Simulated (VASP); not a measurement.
Write the native input for VASP 6.6.1 that does the following.

| Property | Result |
| --- | --- |
| Task | relaxation of cell and atoms |
| Functional | PBE |
| Potentials or basis | VASP PAW PBE potentials, release 64 (Zr_sv, Mo_sv) |
| Cutoff | 600 eV |
| k mesh | 8 × 8 × 8 |
| Occupations | gaussian, width 0.1 eV |
| Spin | no spin polarisation |
| Dipole correction | no |
| Further INCAR settings | ALGO = Fast; EDIFF = 1e-06; IBRION = 2; EDIFFG = -0.01; NSW = 100; ISIF = 3 |

The structure of Zr4Mo lies in POSCAR:

```
Zr4Mo
1.0
    4.9499238398      0.0000000000      0.0000000000
    0.0000000000      4.9499238398      0.0000000000
    0.0000000000      0.0000000000      4.9499238398
Zr Mo
4 1
Direct
    0.2881644609      0.2881644609      0.2881644609
    0.7118355391      0.7118355391      0.2881644609
    0.2881644609      0.7118355391      0.7118355391
    0.7118355391      0.2881644609      0.7118355391
    0.0000000000      0.0000000000      0.0000000000
```

The cell was built from a structure type or drawn by symmetry, and may not be a known phase.

These files were run (other wordings do the same):

INCAR

```
SYSTEM = Zr4Mo
ALGO = Fast ; EDIFF = 1E-6
EDIFFG = -0.01 ; ENCUT = 600
GGA = PE ; IBRION = 2
ISIF = 3 ; ISMEAR = 0
LASPH = .TRUE. ; LCHARG = .FALSE.
LREAL = .FALSE. ; LWAVE = .FALSE.
NELM = 100 ; NSW = 100
PREC = Accurate ; SIGMA = 0.1
```

KPOINTS

```
k-points
0
G
  8 8 8
  0 0 0
```

Potentials or basis: VASP PAW PBE potentials, release 64 (Zr_sv, Mo_sv).

The run is started by

```bash
$ cat potpaw_PBE.64/Zr_sv/POTCAR potpaw_PBE.64/Mo_sv/POTCAR > POTCAR
$ mpirun -np 1 vasp_std > vasp.out
```

Results of the run:

The relaxed volume is 24.28 Å³/atom and the relaxed cell is a = 4.951 Å, b = 4.951 Å, c = 4.951 Å, α = 90.00°, β = 90.00°, γ = 90.00°. The space group after relaxing (to 0.1 Å) is P-43m (No. 215). The energy gained by relaxing is 0.1 meV/atom. The ionic steps are 2 and the pressure after relaxing is 0.0 GPa. The largest force after relaxing is 0.010 eV/Å and the band gap on the k mesh is zero (bands 31 and 32 overlap by 0.68 eV).

It took 3.2 min on 1 thread of Intel(R) Xeon(R) 6975P-C (Granite Rapids), on a shared host, peak memory 0.35 GiB.
